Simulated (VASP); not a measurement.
Input of a VASP 6.6.1 run:

The input INCAR:

```
  PREC = Accurate
  ENCUT = 520
  EDIFF = 1E-6
  ISMEAR = 0
  SIGMA = 0.1
  LREAL = False
  LASPH = True
  NELM = 100
  ALGO = Normal
  ISIF = 2
  LWAVE = False
  LCHARG = True
  GGA = PE
  LELF = True
  LVHAR = True
  NBANDS = 26
```

KPOINTS

```
regular mesh
0
Gamma
  6 6 6
```

POSCAR

```
Al2InAs3
1.0
   -2.0753398439      2.0753398439      8.8125307387
    2.0753398439     -2.0753398439      8.8125307387
    2.0753398439      2.0753398439     -8.8125307387
Al In As
2 1 3
Direct
    0.4206586569      0.9206586569      0.5000000000
    0.0793413431      0.5793413431      0.5000000000
    0.7500000000      0.2500000000      0.5000000000
    0.8426863553      0.8426863553      0.0000000000
    0.5000000000      0.5000000000      0.0000000000
    0.1573136447      0.1573136447      0.0000000000
```

Potentials or basis: VASP PAW PBE potentials, release 64 (Al, In_d, As).

Run with:

```sh
$ cat potpaw_PBE.64/Al/POTCAR potpaw_PBE.64/In_d/POTCAR potpaw_PBE.64/As/POTCAR > POTCAR
$ mpirun -np 1 vasp_std > vasp.out
```

Predict the band gap on the k mesh.

0.86 eV, direct.

Estimate the pressure.

0.2 GPa.

What does it give for the largest force?

0.004 eV/Å.

Forces on the atoms (eV/Å):
```
Al   0.000  0.000  0.002
Al   0.000  0.000 -0.002
In   0.000  0.000  0.000
As   0.000  0.000  0.004
As   0.000  0.000  0.000
As   0.000  0.000 -0.004
```

Caveat: spin-orbit coupling is left out, which moves the levels of the heavy elements. A k mesh can miss the band edges.
